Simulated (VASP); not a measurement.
# Ba (Im-3m) in VASP: notebook

Runs on Ba. Level: PBEsol. Tasks: single point, relaxation of cell and atoms.

Program: VASP 6.6.1. These are calculated values, not measurements. Logs are shortened: lines on timing, memory, paths and dates and some standing lists are left out, and cuts for length are marked.

**1. The cell of the first run**

It takes space group Im-3m (No. 229, cubic). Conventional cell: a = 4.877 Å, b = 4.877 Å, c = 4.877 Å, α = 90.00°, β = 90.00°, γ = 90.00°. Ba (site symmetry m-3m) has 14 Ba at 4.22 to 4.88 Å within 5.5 Å.

**2. Single point, PBEsol**

File INCAR:

```
PREC = Accurate
ENCUT = 520
EDIFF = 1E-7
ISMEAR = -1
SIGMA = 0.1
LREAL = False
LASPH = True
NELM = 60
ALGO = Normal
ISIF = 2
LWAVE = False
LCHARG = True
GGA = PS
LELF = True
LVHAR = True
NBANDS = 11
```

File KPOINTS:

```
regular mesh
0
Gamma
  9 9 9
```

File POSCAR:

```
Ba
1.0
   -2.4387049897      2.4387049897      2.4387049897
    2.4387049897     -2.4387049897      2.4387049897
    2.4387049897      2.4387049897     -2.4387049897
Ba
1
Direct
    0.0000000000      0.0000000000      0.0000000000
```

Potentials or basis: VASP PAW PBE potentials, release 64 (Ba_sv).

On the command line:

```console
$ cat potpaw_PBE.64/Ba_sv/POTCAR > POTCAR
$ mpirun -np 1 vasp_std > vasp.out
```

OUTCAR:

```text
PREC = Accurate
   ENCUT = 520
   EDIFF = 1E-7
   ISMEAR = -1
   LREAL = False
   LASPH = True
   NELM = 60
   ISIF = 2
   GGA = PS

 ion  position               nearest neighbor table
   1  0.000  0.000  0.000-

  LATTYP: Found a body centered cubic cell.
 ALAT       =     4.8774099794

  Lattice vectors:

 A1 = (  -2.4387049897,   2.4387049897,   2.4387049897)
 A2 = (   2.4387049897,  -2.4387049897,   2.4387049897)
 A3 = (   2.4387049897,   2.4387049897,  -2.4387049897)

Analysis of symmetry for initial positions (statically):
=====================================================================
 Subroutine PRICEL returns:
 Original cell was already a primitive cell.

 Routine SETGRP: Setting up the symmetry group for a
 body centered cubic supercell.

 Subroutine GETGRP returns: Found 48 space group operations
 (whereof 48 operations were pure point group operations)
 out of a pool of 48 trial point group operations.

The static configuration has the point symmetry O_h .

Analysis of symmetry for dynamics (positions and initial velocities):
=====================================================================
 Subroutine PRICEL returns:
 Original cell was already a primitive cell.

 Routine SETGRP: Setting up the symmetry group for a
 body centered cubic supercell.

 Subroutine GETGRP returns: Found 48 space group operations
 (whereof 48 operations were pure point group operations)
 out of a pool of 48 trial point group operations.

The dynamic configuration has the point symmetry O_h .

 Subroutine INISYM returns: Found 48 space group operations
 (whereof 48 operations are pure point group operations),
 and found     1 'primitive' translations

----------------------------------------------------------------------------------------

                                     Primitive cell

  volume of cell :      58.0147

  direct lattice vectors                    reciprocal lattice vectors
    -2.438704990  2.438704990  2.438704990     0.000000000  0.205026849  0.205026849
     2.438704990 -2.438704990  2.438704990     0.205026849  0.000000000  0.205026849
     2.438704990  2.438704990 -2.438704990     0.205026849  0.205026849  0.000000000

  length of vectors
[... 81 lines left out ...]
   LREAL  =      F    real-space projection
   EDIFFG = 0.1E-05   stopping-criterion for IOM
   NSW    =      0    number of steps for IOM
   IBRION =     -1    ionic relax: 0-MD 1-quasi-New 2-CG
   NFREE  =      0    steps in history (QN), initial steepest desc. (CG)
   ISIF   =      2    stress and relaxation
   ISYM   =      2    0-nonsym 1-usesym 2-fastsym
   POTIM  = 0.5000    time-step for ionic-motion
   TEBEG  =    0.0;   TEEND  =   0.0 temperature during run
   PSTRESS=    0.0 pullay stress
   NELECT =      10.0000    total number of electrons
   NUPDOWN=      -1.0000    fix difference up-down
   EMIN   =  10.00;   EMAX   =-10.00  energy-range for DOS
   EFERMI =   0.00;   METHOD = LEGACY
   ISMEAR =    -1;   SIGMA  =   0.10  broadening in eV -4-tet -1-fermi 0-gaus
   EFERMI_NEDOS =   21; number of points for ismear=-14 and -15
   IALGO  =     38    algorithm
   IMIX   =      4    mixing-type and parameters
     AMIX     =   0.40;   BMIX     =  1.00
     AMIX_MAG =   1.60;   BMIX_MAG =  1.00
  volume/ion in A,a.u.               =      58.01       391.50
  Fermi-wavevector in a.u.,A,eV,Ry     =   0.911092  1.721714 11.294042  0.830089
  Thomas-Fermi vector in A             =   2.035331
   LORBIT       =      0    0 simple, 1 ext, 2 COOP (PROOUT), +10 PAW based schemes
   GGA     = PS    functional components
   LHFCALC =     F    Hartree Fock is set to
   AEXX    =    0.0000 exact exchange contribution
   IVDW    =     0    specifies the selected vdW correction
   LEPSILON=     F    determine dielectric tensor
   LRPA    =     F    only Hartree local field effects (RPA)
 non-spin polarized calculation
  energy-cutoff  :      520.00
  volume of cell :       58.01
 maximum number of plane-waves:      1579
   NGX = 15   NGY = 15   NGZ = 15

 number of electron      10.0000001 magnetization

 Free energy of the ion-electron system (eV)
  ---------------------------------------------------
  ext. energy  EPLUGINS =         0.00000000
  ---------------------------------------------------
  free energy    TOTEN  =        -2.16850751 eV

  energy without entropy =       -2.12567934  energy(sigma->0) =       -2.14709342

 E-fermi :   1.8303     XC(G=0):  -7.7790

 val. band max:        1.7799657564   @ k =  -0.3333   0.3333   0.3333
 cond. band min:       1.8662408260   @ k =  -0.3333   0.4444   0.2222
 fundamental gap:      0.0862750696
 Fermi energy:         1.8302524836

 k-point     1 :       0.0000    0.0000    0.0000
  band No.  band energies     occupation
      1     -26.9068      2.00000
      2     -11.7836      2.00000
      3     -11.7836      2.00000
      4     -11.7836      2.00000
      5      -0.9914      2.00000
      6       3.7164      0.00000
      7       3.7164      0.00000
      8       3.7164      0.00000
      9       5.2682      0.00000
     10       5.2682      0.00000
     11       8.9924      0.00000
[... 309 lines left out ...]
 k-point    24 :      -0.4444   -0.4444    0.1111
  band No.  band energies     occupation
      1     -26.8331      2.00000
      2     -12.3259      2.00000
      3     -12.0690      2.00000
      4     -11.8803      2.00000
      5       1.4278      1.96490
      6       2.5532      0.00145
      7       2.7807      0.00015
      8       4.4318      0.00000
      9       6.1353      0.00000
     10       7.7515      0.00000
     11       8.1796      0.00000

 [... further k-points ...]

------------------------ aborting loop because EDIFF is reached ----------------------------------------

  FORCE on cell =-STRESS in cart. coord.  units (eV):
  Direction    XX          YY          ZZ          XY          YZ          ZX
  --------------------------------------------------------------------------------------
  -------------------------------------------------------------------------------------
  Total        0.0402603      0.0402603      0.0402603     -0.0000000     -0.0000000     -0.0000000
  in kB        1.1118596      1.1118596      1.1118596     -0.0000000     -0.0000000     -0.0000000
  external PRESSURE =       1.1118596 kB  Pullay stress =       0.0000000 kB

 VOLUME and BASIS-vectors are now :
 -----------------------------------------------------------------------------
  energy-cutoff  :      520.00
  volume of cell :       58.01
      direct lattice vectors                 reciprocal lattice vectors
    -2.438704990  2.438704990  2.438704990     0.000000000  0.205026849  0.205026849
     2.438704990 -2.438704990  2.438704990     0.205026849  0.000000000  0.205026849
     2.438704990  2.438704990 -2.438704990     0.205026849  0.205026849  0.000000000

 POSITION                                       TOTAL-FORCE (eV/Angst)
 -----------------------------------------------------------------------------------
      0.00000      0.00000      0.00000        -0.000000     -0.000000      0.000000
 -----------------------------------------------------------------------------------
    total drift:                                0.000000      0.000000     -0.000000

  FREE ENERGIE OF THE ION-ELECTRON SYSTEM (eV)
  ---------------------------------------------------
  free  energy   TOTEN  =        -2.1685075088 eV

  energy  without entropy=       -2.1256793393  energy(sigma->0) =       -2.14709342
```

It took 10 s on 1 thread of Intel Xeon Platinum 8488C (Sapphire Rapids), shared host; peak memory 0.18 GiB.

What came out:

```yaml
Free_energy: -2.1685 eV
Pressure: 0.1 GPa
Band_gap_on_the_k_mesh: zero (bands 5 and 6 overlap by 1.10 eV)
```

Caveat: the PAW data sets were made with another functional, which shifts forces and pressure a little; spin-orbit coupling is left out, which moves the levels of the heavy elements.

**3. Single point, PBEsol (51.05 Å³/atom)**

This run uses another cell than the first one, of 51.05 Å³/atom.

File INCAR:

```
SYSTEM = Ba
PREC = Accurate
ENCUT = 520
EDIFF = 1E-7
ISMEAR = -1
SIGMA = 0.1
LREAL = .False.
LASPH = .True.
NELM = 60
ALGO = Normal
ISIF = 2
LWAVE = .False.
LCHARG = .True.
GGA = PS
LELF = .True.
LVHAR = .True.
NBANDS = 11
```

File KPOINTS:

```
regular mesh
0
Gamma
  15 15 15
  0 0 0
```

File POSCAR:

```
Ba
1.0
   -2.3369719026      2.3369719026      2.3369719026
    2.3369719026     -2.3369719026      2.3369719026
    2.3369719026      2.3369719026     -2.3369719026
Ba
1
Direct
    0.0000000000      0.0000000000      0.0000000000
```

Potentials or basis: VASP PAW PBE potentials, release 64 (Ba_sv).

On the command line:

```console
$ cat potpaw_PBE.64/Ba_sv/POTCAR > POTCAR
$ mpirun -np 1 vasp_std > vasp.out
```

It took 35 s on 1 thread of Intel Xeon Platinum 8488C (Sapphire Rapids), shared host; peak memory 0.21 GiB.

Results (log left out):

- Free energy: -2.1345 eV
- Pressure: 1.6 GPa
- Band gap on the k mesh: zero (bands 5 and 6 overlap by 1.40 eV)

Levels at points of the mesh, in eV from the Fermi level:
| k point | band 3 | band 4 | band 5 | band 6 | band 7 | band 8 |
| --- | --- | --- | --- | --- | --- | --- |
| (0.00, 0.00, 0.00) | -13.31 | -13.31 | -2.84 | 2.03 | 2.03 | 2.03 |

Caveat: the PAW data sets were made with another functional, which shifts forces and pressure a little; spin-orbit coupling is left out, which moves the levels of the heavy elements.

**4. Single point, PBEsol (53.37 Å³/atom)**

This run uses another cell than the first one, of 53.37 Å³/atom.

File INCAR:

```
PREC = Accurate
ENCUT = 520
EDIFF = 1E-6
ISMEAR = -1
SIGMA = 0.1
LREAL = F
LASPH = T
NELM = 100
ALGO = Normal
ISIF = 2
LWAVE = F
LCHARG = T
GGA = PS
LELF = T
LVHAR = T
NBANDS = 11
```

File KPOINTS:

```
Automatic mesh
0
Gamma
  15 15 15
```

File POSCAR:

```
Ba
1.0
   -2.3718572234      2.3718572234      2.3718572234
    2.3718572234     -2.3718572234      2.3718572234
    2.3718572234      2.3718572234     -2.3718572234
Ba
1
Direct
    0.0000000000      0.0000000000      0.0000000000
```

On the command line:

```console
$ cat potpaw_PBE.64/Ba_sv/POTCAR > POTCAR
$ mpirun -np 1 vasp_std > vasp.out
```

Wall time 24 s (1 thread of Intel Xeon Platinum 8488C (Sapphire Rapids), shared host); peak memory 0.21 GiB.

It converged, with:

| Quantity | Value |
| --- | --- |
| Free energy | -2.1532 eV |
| Pressure | 1.0 GPa |
| Band gap on the k mesh | zero (bands 5 and 6 overlap by 1.29 eV) |

Levels at points of the mesh, in eV from the Fermi level:
```tsv
k point	band 1	band 2	band 3	band 4	band 5	band 6	band 7	band 8	band 9	band 10
(0.00, 0.00, 0.00)	-28.61	-13.41	-13.41	-13.41	-2.83	1.98	1.98	1.98	3.66	3.66
```

Caveat: the PAW data sets were made with another functional, which shifts forces and pressure a little; spin-orbit coupling is left out, which moves the levels of the heavy elements.

(Continued in part 2 of 2.)

The gap in the log of VASP goes by the Fermi energy; the results here count the filled bands.